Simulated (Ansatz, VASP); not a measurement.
## Rb2Si2S: VASP beside Ansatz

```xyz
5
Lattice="4.9715 0.0000 0.0000 -2.4858 4.3055 0.0000 0.0000 0.0000 8.1172" Properties=species:S:1:pos:R:3 pbc="T T T"
Rb    2.4858    1.4352    2.0210
Rb    0.0000    2.8703    6.0962
Si    2.4858    1.4352    5.1176
Si    0.0000    2.8703    2.9995
S     0.0000    0.0000    0.0000
```

Change from the starting cell: species swapped into the EuMg2Bi2 type (P-3m1, No. 164).

Alike in both runs: task single point; functional PBE; k mesh 6 × 6 × 2; occupations gaussian, width 0.1 eV; no spin polarisation.

```csv
,VASP,Ansatz
version,VASP 6.6.1,Ansatz 0.2.0
potentials or method,"VASP PAW PBE potentials, release 64 (Rb_sv, Si, S), cutoff 520 eV","scalar-relativistic, plane waves, PAW"
valence electrons in the cell,32,32
```

```tsv
	VASP	Ansatz	Ansatz less VASP
gap on the k mesh at the Fermi level (eV)	none	none	-
pressure (GPa)	1.3	1.2	-0.04
traceless stress, the component that is largest in VASP (GPa)	-2.15	-2.15	+0.004
rms of the force components (eV/Å)	0.974	0.972	-0.0019
```

Atom by atom the forces differ by 0.002 eV/Å (rms over components). A gap of «none» marks a metal or a gap that the smearing closes. With one functional, cell and mesh, what is left measures potentials, basis and numerics.

The k mesh is coarse, so the values compare programs but aren't converged.
